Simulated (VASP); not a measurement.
## Ta: single point with PBE

The system is Ta.

```
Ta
1.0
    -1.55220    1.55220    1.65128
     1.55220   -1.55220    1.65128
     1.55220    1.55220   -1.65128
Ta
1
Direct
  0.00000 0.00000 0.00000
```

This cell differs from its parent crystal: strain -0.0600 x Voigt [1, 1, 0, 0, 0, 0].

```yaml
Program: VASP 6.6.1
Task: single point
Functional: PBE
Potentials_or_basis: VASP PAW PBE potentials, release 64 (Ta_pv)
Cutoff: 520 eV
k_mesh: 20 × 20 × 20
Occupations: gaussian, width 0.15 eV
Spin: no spin polarisation
Dipole_correction: no
Further_INCAR_settings: ALGO = Normal; EDIFF = 1e-06; NBANDS = 12
```

```yaml
Pressure: 36.0 GPa
Band_gap_on_the_k_mesh: zero (an odd number of electrons rules out a gap without spin polarisation)
```

Stress tensor (GPa, compression positive):
```
39.20  0.00  0.00
 0.00 39.20  0.00
 0.00  0.00 29.64
```

Levels at points of the mesh, in eV from the Fermi level:
| k point | band 2 | band 3 | band 4 | band 5 | band 6 | band 7 | band 8 | band 9 |
| --- | --- | --- | --- | --- | --- | --- | --- | --- |
| (0.00, 0.00, 0.00) | -32.58 | -32.58 | -8.38 | 0.45 | 0.45 | 1.33 | 3.78 | 5.00 |
| (0.50, 0.00, 0.00) | -33.09 | -32.59 | -4.98 | -1.63 | 2.09 | 3.74 | 5.68 | 8.94 |
| (0.50, 0.50, 0.00) | -33.19 | -32.66 | -5.00 | -2.53 | 2.61 | 5.24 | 6.04 | 9.20 |
| (0.50, 0.50, 0.50) | -33.69 | -33.69 | -4.73 | -4.51 | 7.70 | 8.00 | 8.00 | 8.81 |

It took 110 s on 1 thread of Intel Xeon 8259CL, on a shared host, peak memory 0.23 GiB.

Caveat: the cell differs from its parent crystal (strain -0.0600 x Voigt [1, 1, 0, 0, 0, 0]); the cell stands under pressure; spin-orbit coupling is left out, which moves the levels of the heavy elements.
